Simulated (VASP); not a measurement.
Input of a VASP 6.6.1 run:

File POSCAR:

```
Se
1.0
    1.9905080343      1.1492203494      1.6250392913
   -1.9905080343      1.1492203494      1.6250392913
    0.0000000000     -2.2984406989      1.6250392913
Se
1
Direct
    0.0000000000      0.0000000000      0.0000000000
```

INCAR.step1

```
SYSTEM = Se
ALGO = Normal
EDIFF = 1E-4
ENCUT = 520
GGA = PE
ISMEAR = -1
LASPH = .True.
LCHARG = .False.
LREAL = .False.
LWAVE = .True.
NBANDS = 9
NELM = 100
PREC = Accurate
SIGMA = 0.15
```

The input INCAR.step2:

```
SYSTEM = Se
ALGO = Normal
EDIFF = 1E-6
ENCUT = 520
ISIF = 2
ISMEAR = -1
ISTART = 1
LASPH = .True.
LCHARG = .False.
LMIXTAU = .True.
LREAL = .False.
LWAVE = .False.
METAGGA = R2SCAN
NBANDS = 9
NELM = 100
PREC = Accurate
SIGMA = 0.15
```

The input KPOINTS:

```
k-points
0
Gamma
  15 15 15
  0 0 0
```

Potentials or basis: VASP PAW PBE potentials, release 64 (Se).

Launch:

```bash
$ cat potpaw_PBE.64/Se/POTCAR > POTCAR
$ cp INCAR.step1 INCAR
$ mpirun -np 1 vasp_std > vasp.out
$ cp INCAR.step2 INCAR
$ mpirun -np 1 vasp_std > vasp.out
```

**Question.** What does it give for the pressure?

**Answer.** -0.1 GPa.

**Question.** Predict the band gap on the k mesh.

**Answer.** Zero (band 3 reaches 7.63 eV, above the bottom of band 4 at 1.09 eV).

Caveat: the PAW data sets were made with another functional, which shifts forces and pressure a little.
